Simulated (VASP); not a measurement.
Set up this calculation in VASP 6.6.1, as the native input.

```
Task                   : single point
Functional             : LDA
Potentials or basis    : VASP PAW LDA potentials, release 64 (Sn_d, O)
Cutoff                 : 520 eV
k mesh                 : 6 × 6 × 8
Occupations            : gaussian, width 0.02 eV
Spin                   : no spin polarisation
Dipole correction      : no
Further INCAR settings : ALGO = Normal; EDIFF = 1e-07; NBANDS = 35
```

The structure of SnO2 lies in POSCAR:

```
SnO2
1.0
    4.7212714757      0.0000000000      0.0000000000
    0.0000000000      4.7242464866      0.0000000000
    0.0000000000      0.0000000000      3.2538197911
Sn O
2 4
Direct
    0.5000000000      0.5000000000      0.5000000000
    0.0000000000      0.0000000000      0.0000000000
    0.3066105995      0.3071523817      0.0000000000
    0.8066105995      0.1928476183      0.5000000000
    0.1933894005      0.8071523817      0.5000000000
    0.6933894005      0.6928476183      0.0000000000
```

This cell differs from its parent crystal: strain along c alone, the other axes held: +2.0 %, then relaxed in part.

These files were run (other wordings do the same):

INCAR

```
SYSTEM = SnO2
ALGO = Normal
EDIFF = 1E-7
ENCUT = 520
ISIF = 2
ISMEAR = 0
LASPH = .True.
LCHARG = .False.
LREAL = .False.
LWAVE = .False.
NBANDS = 35
NELM = 80
PREC = Accurate
SIGMA = 0.02
```

KPOINTS

```
k-points
0
Gamma
  6 6 8
  0 0 0
```

Potentials or basis: VASP PAW LDA potentials, release 64 (Sn_d, O).

Command:

```sh
$ cat potpaw_LDA.64/Sn_d/POTCAR potpaw_LDA.64/O/POTCAR > POTCAR
$ mpirun -np 1 vasp_std > vasp.out
```

Results of the run:

The pressure is -3.7 GPa and the largest force is 0.013 eV/Å. The band gap on the k mesh is 0.92 eV.

Caveat: the cell differs from its parent crystal (strain along c alone, the other axes held: +2.0 %, then relaxed in part); the cell stands under tension; spin-orbit coupling is left out, which moves the levels of the heavy elements.

Run time: 3.5 min on 1 thread of Intel Xeon 8259CL, with other jobs on the host, peak memory 0.26 GiB.
